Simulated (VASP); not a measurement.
A run of VASP 6.6.1:

File INCAR:

```
PREC     = Accurate       # precision mode
ENCUT    = 540            # plane-wave cutoff, eV
EDIFF    = 1E-7           # SCF threshold, eV
ISMEAR   = -1             # smearing method
SIGMA    = 0.05           # smearing width, eV
LREAL    = False          # projectors in reciprocal space
LASPH    = True           # aspherical terms in the spheres
NELM     = 120            # most SCF steps
ALGO     = Normal         # electronic algorithm
ISIF     = 3              # what is computed and relaxed
LWAVE    = False          # write WAVECAR
LCHARG   = False          # write CHGCAR
GGA      = B5             # functional
ALDAX    = 1.0          
AGGAX    = 1.0          
AGGAC    = 1.0          
ALDAC    = 0.0          
IVDW     = 12             # dispersion correction
VDW_S6   = 1.0          
VDW_S8   = 2.6996       
VDW_A1   = 0.4298       
VDW_A2   = 4.2359       
IBRION   = 2              # ionic algorithm
NSW      = 60             # ionic steps
EDIFFG   = -0.01          # ionic threshold
GGA_COMPAT= False        
NELMIN   = 4
```

KPOINTS

```
Automatic mesh
0
Gamma
  8 8 8
```

File POSCAR:

```
WAu
1.0
    0.0000000000      2.7479792600      2.7479792600
    2.7479792600      0.0000000000      2.7479792600
    2.7479792600      2.7479792600      0.0000000000
W Au
1 1
Direct
    0.0000000000      0.0000000000      0.0000000000
    0.7500000000      0.7500000000      0.7500000000
```

Potentials or basis: VASP PAW PBE potentials, release 64 (W_sv, Au_sv_GW).

The run is started by

```bash
$ cat potpaw_PBE.64/W_sv/POTCAR potpaw_PBE.64/Au_sv_GW/POTCAR > POTCAR
$ mpirun -np 1 vasp_std > vasp.out
```

Hardware: 1 thread of Intel(R) Xeon(R) Platinum 8375C CPU @ 2.90GHz (Ice Lake) (shared host).

Question: Estimate the wall time of this run.

Answer: It took 6.6 min on 1 thread of Intel(R) Xeon(R) Platinum 8375C CPU @ 2.90GHz (Ice Lake), on a shared host, peak memory 0.21 GiB. Counts: scf iterations 59, k points 29, ion steps 5.
